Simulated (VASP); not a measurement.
Input of a VASP 6.6.1 run:

INCAR

```
PREC     = Accurate       # precision mode
ENCUT    = 520            # plane-wave cutoff, eV
EDIFF    = 1E-6           # SCF threshold, eV
ISMEAR   = -1             # smearing method
SIGMA    = 0.05           # smearing width, eV
LREAL    = F              # projectors in reciprocal space
LASPH    = T              # aspherical terms in the spheres
NELM     = 60             # most SCF steps
ALGO     = Normal         # electronic algorithm
ISIF     = 2              # what is computed and relaxed
LWAVE    = F              # write WAVECAR
LCHARG   = F              # write CHGCAR
GGA      = PE             # functional
NBANDS   = 74             # bands
```

File KPOINTS:

```
regular mesh
0
Gamma
  2 2 1
```

POSCAR

```
Zn2CrIn3Te8
1.0
    6.1220000000      0.0000000000      0.0000000000
    0.0000000000      6.1220000000      0.0000000000
    0.0000000000      0.0000000000     12.2400000000
Cr In Zn Te
1 3 2 8
Direct
    0.5000000000      0.5000000000      0.0000000000
    0.0000000000      0.5000000000      0.2500000000
    0.0000000000      0.0000000000      0.5000000000
    0.5000000000      0.0000000000      0.7500000000
    0.0000000000      0.0000000000      0.0000000000
    0.5000000000      0.5000000000      0.5000000000
    0.2500000000      0.2500000000      0.1250000000
    0.7500000000      0.2500000000      0.3750000000
    0.7500000000      0.7500000000      0.1250000000
    0.2500000000      0.7500000000      0.3750000000
    0.7500000000      0.7500000000      0.6250000000
    0.2500000000      0.7500000000      0.8750000000
    0.2500000000      0.2500000000      0.6250000000
    0.7500000000      0.2500000000      0.8750000000
```

Potentials or basis: VASP PAW PBE potentials, release 64 (Cr_pv, In_d, Zn, Te).

The run is started by

```bash
$ cat potpaw_PBE.64/Cr_pv/POTCAR potpaw_PBE.64/In_d/POTCAR potpaw_PBE.64/Zn/POTCAR potpaw_PBE.64/Te/POTCAR > POTCAR
$ mpirun -np 1 vasp_std > vasp.out
```

(1) What does it give for the pressure?

(2) What does it give for the largest force?

Answers

(1) 5.2 GPa.

(2) 1.906 eV/Å.

Caveat: the k points lie up to 0.51 Å⁻¹ apart.
